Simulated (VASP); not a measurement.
Crystal: SnO (Romarchite).

```
Sn O
1.0
     3.79860    0.00000    0.00000
     0.00000    3.79860    0.00000
     0.00000    0.00000    4.84080
Sn O
2 2
Cartesian
  1.8993 0.0000 1.1468
  0.0000 1.8993 3.6940
  0.0000 0.0000 0.0000
  1.8993 1.8993 0.0000
```

Base run:

| Quantity | Value |
| --- | --- |
| Program | VASP 6.6.1 |
| Functional | BLYP |
| Potentials or basis | VASP PAW PBE potentials, release 64 (Sn_d, O) |
| Cutoff | 520 eV |
| k mesh | 6 × 6 × 4 |
| Occupations | fermi-dirac, width 0.05 eV |
| Spin | no spin polarisation |

Its results: band gap on the k mesh 0.27 eV, indirect (least direct gap 2.21 eV); pressure 9.8 GPa; largest force 0.780 eV/Å.

Q: The run is repeated on the same cell with these changes: functional from BLYP to PBEsol. What comes out?

A: Band gap on the k mesh 0.05 eV, indirect (least direct gap 1.92 eV); pressure 0.7 GPa; largest force 0.316 eV/Å.

PBEsol binds more tightly than BLYP, so the same cell stands under less pressure.

Caveats: the PAW data sets were made with another functional, which shifts forces and pressure a little; spin-orbit coupling is left out, which moves the levels of the heavy elements.

A k mesh can miss the band edges.
